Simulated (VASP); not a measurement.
A run of VASP 6.6.1:

The input POSCAR:

```
Si
1.0
    2.5084044741      0.0000000000      0.0000000000
   -1.2542022371      2.1723419976      0.0000000000
    0.0000000000      0.0000000000      5.0886740867
Si
2
Direct
    0.3333333333      0.6666666667      0.2500000000
    0.6666666667      0.3333333333      0.7500000000
```

File INCAR.step1:

```
  ALGO = Normal
  EDIFF = 1E-4
  ENCUT = 520
  GGA = PE
  ISMEAR = 0
  LASPH = T
  LCHARG = F
  LREAL = F
  LWAVE = T
  NBANDS = 11
  NELM = 80
  PREC = Accurate
  SIGMA = 0.15
```

File INCAR.step2:

```
  ALGO = Normal
  EDIFF = 1E-7
  ENCUT = 520
  ISIF = 2
  ISMEAR = 0
  ISTART = 1
  LASPH = T
  LCHARG = T
  LELF = T
  LMIXTAU = T
  LREAL = F
  LVHAR = T
  LWAVE = F
  METAGGA = R2SCAN
  NBANDS = 11
  NELM = 80
  PREC = Accurate
  SIGMA = 0.15
```

The input KPOINTS:

```
k-points
0
Gamma
  24 24 12
```

Potentials or basis: VASP PAW PBE potentials, release 64 (Si).

Run with:

```sh
$ cat potpaw_PBE.64/Si/POTCAR > POTCAR
$ cp INCAR.step1 INCAR
$ mpirun -np 1 vasp_std > vasp.out
$ cp INCAR.step2 INCAR
$ mpirun -np 1 vasp_std > vasp.out
```

Hardware: 1 thread of AMD EPYC 9R45 96-Core Processor (Zen 5) (shared host).

Estimate the wall time of this run.

Run time: 5.7 min on 1 thread of AMD EPYC 9R45 96-Core Processor (Zen 5), on a shared host, peak memory 0.19 GiB. Counts: k points 427.
